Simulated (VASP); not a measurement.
# Hf (P6_3/mmc) in VASP: a series of runs

The runs below take Hf through single point, with r2SCAN.

All numbers are computed with VASP 6.6.1; they aren't measurements. Logs are shortened: lines on timing, memory, paths and dates and some standing lists are left out, and cuts for length are marked.

## 1. The cell of the first run

The structure is hexagonal, space group P6_3/mmc (No. 194). The conventional cell has a = 3.064 Å, b = 3.064 Å, c = 4.842 Å, α = 90.00°, β = 90.00°, γ = 120.00°. Hf (site symmetry -6m2) has 12 Hf at 3.00 to 3.06 Å within 3.9 Å.

## 2. Single point, r2SCAN (volume scaled by 0.880)

File POSCAR:

```
Hf
1.0
    3.0640050412      0.0000000000      0.0000000000
   -1.5320025206      2.6535062030      0.0000000000
    0.0000000000      0.0000000000      4.8417359652
Hf
2
Direct
    0.3333333333      0.6666666667      0.2500000000
    0.6666666667      0.3333333333      0.7500000000
```

File INCAR.step1:

```
  ALGO = Normal
  EDIFF = 1E-4
  ENCUT = 520
  GGA = PE
  ISMEAR = 0
  LASPH = True
  LCHARG = False
  LREAL = False
  LWAVE = True
  NBANDS = 17
  NELM = 100
  PREC = Accurate
  SIGMA = 0.05
```

File INCAR.step2:

```
  ALGO = Normal
  EDIFF = 1E-6
  ENCUT = 520
  ISIF = 2
  ISMEAR = 0
  ISTART = 1
  LASPH = True
  LCHARG = True
  LELF = True
  LMIXTAU = True
  LREAL = False
  LVHAR = True
  LWAVE = False
  METAGGA = R2SCAN
  NBANDS = 17
  NELM = 100
  PREC = Accurate
  SIGMA = 0.05
```

File KPOINTS:

```
k-points
0
Gamma
  16 16 10
```

Potentials or basis: VASP PAW PBE potentials, release 64 (Hf_pv).

Launch:

```console
> cat potpaw_PBE.64/Hf_pv/POTCAR > POTCAR
> cp INCAR.step1 INCAR
> mpirun -np 1 vasp_std > vasp.out
> cp INCAR.step2 INCAR
> mpirun -np 1 vasp_std > vasp.out
```

OUTCAR:

```text
EDIFF = 1E-6
   ENCUT = 520
   ISIF = 2
   ISMEAR = 0
   ISTART = 1
   LASPH = True
   LREAL = False
   METAGGA = R2SCAN
   NELM = 100
   PREC = Accurate

 ion  position               nearest neighbor table
   1  0.333  0.667  0.250-   2 3.00   2 3.00   2 3.00   2 3.00   2 3.00   2 3.00
   2  0.667  0.333  0.750-   1 3.00   1 3.00   1 3.00   1 3.00   1 3.00   1 3.00

  LATTYP: Found a hexagonal cell.
 ALAT       =     3.0640050412
 C/A-ratio  =     1.5801984331

  Lattice vectors:

 A1 = (   3.0640050412,   0.0000000000,   0.0000000000)
 A2 = (  -1.5320025206,   2.6535062030,   0.0000000000)
 A3 = (   0.0000000000,   0.0000000000,   4.8417359652)

Analysis of symmetry for initial positions (statically):
=====================================================================
 Subroutine PRICEL returns:
 Original cell was already a primitive cell.

 Routine SETGRP: Setting up the symmetry group for a
 hexagonal supercell.

 Subroutine GETGRP returns: Found 24 space group operations
 (whereof 12 operations were pure point group operations)
 out of a pool of 24 trial point group operations.

The static configuration has the point symmetry D_3d.
 The point group associated with its full space group is D_6h.

Analysis of symmetry for dynamics (positions and initial velocities):
=====================================================================
 Subroutine PRICEL returns:
 Original cell was already a primitive cell.

 Routine SETGRP: Setting up the symmetry group for a
 hexagonal supercell.

 Subroutine GETGRP returns: Found 24 space group operations
 (whereof 12 operations were pure point group operations)
 out of a pool of 24 trial point group operations.

The dynamic configuration has the point symmetry D_3d.
 The point group associated with its full space group is D_6h.

 Subroutine INISYM returns: Found 24 space group operations
 (whereof 12 operations are pure point group operations),
 and found     1 'primitive' translations

----------------------------------------------------------------------------------------

                                     Primitive cell

[... 78 lines left out ...]
   NGX,Y,Z   is equivalent  to a cutoff of  13.02, 13.02, 12.36 a.u.
   NGXF,Y,Z  is equivalent  to a cutoff of  26.04, 26.04, 24.72 a.u.
 SYSTEM =  unknown system
   PREC   = accura    normal or accurate (medium, high low for compatibility)
   ISTART =      1    job   : 0-new  1-cont  2-samecut
   ICHARG =      0    charge: 1-file 2-atom 10-const
   ISPIN  =      1    spin polarized calculation?
   LNONCOLLINEAR =      F non collinear calculations
   LSORBIT =      F    spin-orbit coupling
   LASPH  =      T    aspherical Exc in radial PAW
   ENCUT  =  520.0 eV  38.22 Ry    6.18 a.u.   5.70  5.70  9.00*2*pi/ulx,y,z
   NELM   =    100;   NELMIN=  2; NELMDL=  0     # of ELM steps
   EDIFF  = 0.1E-05   stopping-criterion for ELM
   LREAL  =      F    real-space projection
   EDIFFG = 0.1E-04   stopping-criterion for IOM
   NSW    =      0    number of steps for IOM
   IBRION =     -1    ionic relax: 0-MD 1-quasi-New 2-CG
   NFREE  =      0    steps in history (QN), initial steepest desc. (CG)
   ISIF   =      2    stress and relaxation
   ISYM   =      2    0-nonsym 1-usesym 2-fastsym
   POTIM  = 0.5000    time-step for ionic-motion
   TEBEG  =    0.0;   TEEND  =   0.0 temperature during run
   PSTRESS=    0.0 pullay stress
   NELECT =      20.0000    total number of electrons
   NUPDOWN=      -1.0000    fix difference up-down
   EMIN   =  10.00;   EMAX   =-10.00  energy-range for DOS
   EFERMI =   0.00;   METHOD = LEGACY
   ISMEAR =     0;   SIGMA  =   0.05  broadening in eV -4-tet -1-fermi 0-gaus
   EFERMI_NEDOS =   21; number of points for ismear=-14 and -15
   IALGO  =     38    algorithm
   IMIX   =      4    mixing-type and parameters
     AMIX     =   0.40;   BMIX     =  1.00
     AMIX_MAG =   1.60;   BMIX_MAG =  1.00
  volume/ion in A,a.u.               =      19.68       132.82
  Fermi-wavevector in a.u.,A,eV,Ry     =   1.306315  2.468578 23.217785  1.706459
  Thomas-Fermi vector in A             =   2.437125
   LORBIT       =      0    0 simple, 1 ext, 2 COOP (PROOUT), +10 PAW based schemes
   METAGGA = R2SCAN    functional components
   LHFCALC =     F    Hartree Fock is set to
   AEXX    =    0.0000 exact exchange contribution
   IVDW    =     0    specifies the selected vdW correction
   LEPSILON=     F    determine dielectric tensor
   LRPA    =     F    only Hartree local field effects (RPA)
 non-spin polarized calculation
 Gauss-broadening in eV      SIGMA  =   0.05
  energy-cutoff  :      520.00
  volume of cell :       39.37
 maximum number of plane-waves:      1087
 NGX is ok and might be reduce to    24
   NGX = 11   NGY = 11   NGZ = 19

 number of electron      20.0000005 magnetization

 Free energy of the ion-electron system (eV)
  ---------------------------------------------------
  ext. energy  EPLUGINS =         0.00000000
  ---------------------------------------------------
  free energy    TOTEN  =       -90.05783297 eV

  energy without entropy =      -90.05611077  energy(sigma->0) =      -90.05697187

 E-fermi :   5.7567     XC(G=0): -12.8157

 val. band max:        5.7555388139   @ k =   0.1250   0.0000   0.1000
 cond. band min:       5.7594037858   @ k =   0.3125   0.1875   0.5000
 fundamental gap:      0.0038649719
 Fermi energy:         5.7567350843

 k-point     1 :       0.0000    0.0000    0.0000
  band No.  band energies     occupation
      1     -26.4587      2.00000
      2     -25.2959      2.00000
      3     -25.2959      2.00000
      4     -25.1050      2.00000
      5     -25.1050      2.00000
      6     -25.1019      2.00000
[... 457 lines left out ...]
      4     -25.5676      2.00000
      5     -25.3641      2.00000
      6     -25.3543      2.00000
[... 9 lines left out ...]
     16      12.8960      0.00000
     17      12.9747      0.00000

 [... further k-points ...]
[... 5 lines left out ...]
  --------------------------------------------------------------------------------------
  -------------------------------------------------------------------------------------
  Total        4.1438626      4.1438626      4.0688237      0.0000000      0.0000000      0.0000000
  in kB      168.6573411    168.6573411    165.6032169      0.0000000      0.0000000      0.0000000
  external PRESSURE =     167.6392997 kB  Pullay stress =       0.0000000 kB

 VOLUME and BASIS-vectors are now :
 -----------------------------------------------------------------------------
  energy-cutoff  :      520.00
  volume of cell :       39.37
      direct lattice vectors                 reciprocal lattice vectors
     3.064005041  0.000000000  0.000000000     0.326370220  0.188429934  0.000000000
    -1.532002521  2.653506203  0.000000000     0.000000000  0.376859869  0.000000000
     0.000000000  0.000000000  4.841735965     0.000000000  0.000000000  0.206537491

 POSITION                                       TOTAL-FORCE (eV/Angst)
 -----------------------------------------------------------------------------------
     -0.00000      1.76900      1.21043         0.000000     -0.000000      0.000000
      1.53200      0.88450      3.63130        -0.000000      0.000000      0.000000
 -----------------------------------------------------------------------------------
    total drift:                               -0.000000      0.000000     -0.000000

  FREE ENERGIE OF THE ION-ELECTRON SYSTEM (eV)
  ---------------------------------------------------
  free  energy   TOTEN  =       -90.0578329749 eV

  energy  without entropy=      -90.0561107681  energy(sigma->0) =      -90.05697187
```

Wall time 2 min (1 thread of Intel Xeon 6975P-C (Granite Rapids), shared host); peak memory 0.23 GiB.

Results:

```
Free energy            : -90.0578 eV
Pressure               : 16.8 GPa
Band gap on the k mesh : zero (band 10 reaches 7.10 eV, above the bottom of band 11 at 5.33 eV)
```

Caveat: the PAW data sets were made with another functional, which shifts forces and pressure a little; spin-orbit coupling is left out, which moves the levels of the heavy elements.

## 3. Single point, r2SCAN (volume scaled by 0.720)

File POSCAR:

```
Hf
1.0
    2.8489113267      0.0000000000      0.0000000000
   -1.4244556634      2.4672295820      0.0000000000
    0.0000000000      0.0000000000      4.5821786119
Hf
2
Direct
    0.3333333333      0.6666666667      0.2500000000
    0.6666666667      0.3333333333      0.7500000000
```

File INCAR.step1:

```
PREC = Accurate
ENCUT = 520
ISMEAR = 0
SIGMA = 0.05
LREAL = F
LASPH = T
NELM = 60
NBANDS = 17
GGA = PE
ALGO = Normal
EDIFF = 1E-4
LWAVE = T
LCHARG = F
```

File INCAR.step2:

```
PREC = Accurate
ENCUT = 520
EDIFF = 1E-7
ISMEAR = 0
SIGMA = 0.05
LREAL = F
LASPH = T
NELM = 60
ALGO = Normal
ISIF = 2
LWAVE = F
LCHARG = T
METAGGA = R2SCAN
LMIXTAU = T
LELF = T
LVHAR = T
NBANDS = 17
ISTART = 1
```

File KPOINTS:

```
regular mesh
0
Gamma
  18 18 10
```

Potentials or basis: VASP PAW PBE potentials, release 64 (Hf_pv).

Launch:

```console
> cat potpaw_PBE.64/Hf_pv/POTCAR > POTCAR
> cp INCAR.step1 INCAR
> mpirun -np 1 vasp_std > vasp.out
> cp INCAR.step2 INCAR
> mpirun -np 1 vasp_std > vasp.out
```

Wall time 2.7 min (1 thread of Intel Xeon 6975P-C (Granite Rapids), shared host); peak memory 0.24 GiB.

The run converged. Its results:

| Property | Result |
| --- | --- |
| Free energy | -88.4394 eV |
| Pressure | 60.7 GPa |
| Band gap on the k mesh | zero (band 10 reaches 8.82 eV, above the bottom of band 11 at 6.98 eV) |

Stress tensor (GPa, compression positive):
```
60.96  0.00  0.00
 0.00 60.96  0.00
 0.00  0.00 60.22
```

Levels at points of the mesh, in eV from the Fermi level:
```tsv
k point	band 7	band 8	band 9	band 10	band 11	band 12	band 13	band 14
(0.00, 0.00, 0.00)	-8.69	-5.11	1.28	1.28	1.47	2.07	2.54	2.54
(0.50, 0.00, 0.00)	-4.48	-4.09	-3.71	0.11	0.86	1.32	2.44	8.79
(0.00, 0.00, 0.50)	-6.02	-6.02	-0.08	-0.08	1.19	1.19	1.19	1.19
(0.50, 0.00, 0.50)	-4.86	-4.86	-1.96	-1.96	2.81	2.81	3.71	3.71
```

Caveat: the PAW data sets were made with another functional, which shifts forces and pressure a little; spin-orbit coupling is left out, which moves the levels of the heavy elements.

## 4. Single point, r2SCAN (volume scaled by 0.920)

File POSCAR:

```
Hf
1.0
    3.1121230120      0.0000000000      0.0000000000
   -1.5560615060      2.6951775881      0.0000000000
    0.0000000000      0.0000000000      4.9064988201
Hf
2
Direct
    0.3333333333      0.6666666667      0.2500000000
    0.6666666667      0.3333333333      0.7500000000
```

File INCAR.step1:

```
SYSTEM = Hf
PREC     = Accurate       ! precision mode
ENCUT    = 520            ! plane-wave cutoff, eV
ISMEAR   = 0              ! smearing method
SIGMA    = 0.05           ! smearing width, eV
LREAL    = .False.        ! projectors in reciprocal space
LASPH    = .True.         ! aspherical terms in the spheres
NELM     = 80             ! most SCF steps
NBANDS   = 17             ! bands
GGA      = PE             ! functional
ALGO     = Normal         ! electronic algorithm
EDIFF    = 1E-4           ! SCF threshold, eV
LWAVE    = .True.         ! write WAVECAR
LCHARG   = .False.        ! write CHGCAR
```

File INCAR.step2:

```
SYSTEM = Hf
PREC     = Accurate       ! precision mode
ENCUT    = 520            ! plane-wave cutoff, eV
EDIFF    = 1E-6           ! SCF threshold, eV
ISMEAR   = 0              ! smearing method
SIGMA    = 0.05           ! smearing width, eV
LREAL    = .False.        ! projectors in reciprocal space
LASPH    = .True.         ! aspherical terms in the spheres
NELM     = 80             ! most SCF steps
ALGO     = Normal         ! electronic algorithm
ISIF     = 2              ! what is computed and relaxed
LWAVE    = .False.        ! write WAVECAR
LCHARG   = .False.        ! write CHGCAR
METAGGA  = R2SCAN         ! meta-GGA
LMIXTAU  = .True.       
NBANDS   = 17             ! bands
ISTART   = 1
```

File KPOINTS:

```
regular mesh
0
Gamma
  16 16 10
  0 0 0
```

Launch:

```console
> cat potpaw_PBE.64/Hf_pv/POTCAR > POTCAR
> cp INCAR.step1 INCAR
> mpirun -np 1 vasp_std > vasp.out
> cp INCAR.step2 INCAR
> mpirun -np 1 vasp_std > vasp.out
```

Run time: 2 min. Hardware: 1 thread of Intel Xeon 6975P-C (Granite Rapids), shared host; peak memory 0.24 GiB.

Results (log left out):

```yaml
Free_energy: -90.2062 eV
Pressure: 9.9 GPa
Band_gap_on_the_k_mesh: zero (band 10 reaches 6.76 eV, above the bottom of band 11 at 4.99 eV)
```

Stress tensor (GPa, compression positive):
```
9.99 0.00 0.00
0.00 9.99 0.00
0.00 0.00 9.75
```

Levels at points of the mesh, in eV from the Fermi level:
```tsv
k point	band 7	band 8	band 9	band 10	band 11	band 12	band 13	band 14
(0.00, 0.00, 0.00)	-8.03	-4.12	0.77	1.33	1.33	1.72	2.32	2.32
(0.50, 0.00, 0.00)	-3.64	-3.19	-2.61	-0.87	0.92	1.06	2.01	6.76
(0.00, 0.00, 0.50)	-5.80	-5.80	0.14	0.14	1.22	1.22	1.22	1.22
(0.50, 0.00, 0.50)	-3.81	-3.81	-1.16	-1.16	1.38	1.38	3.06	3.06
```

Caveat: the PAW data sets were made with another functional, which shifts forces and pressure a little; spin-orbit coupling is left out, which moves the levels of the heavy elements.

[end of part 1 of 2]
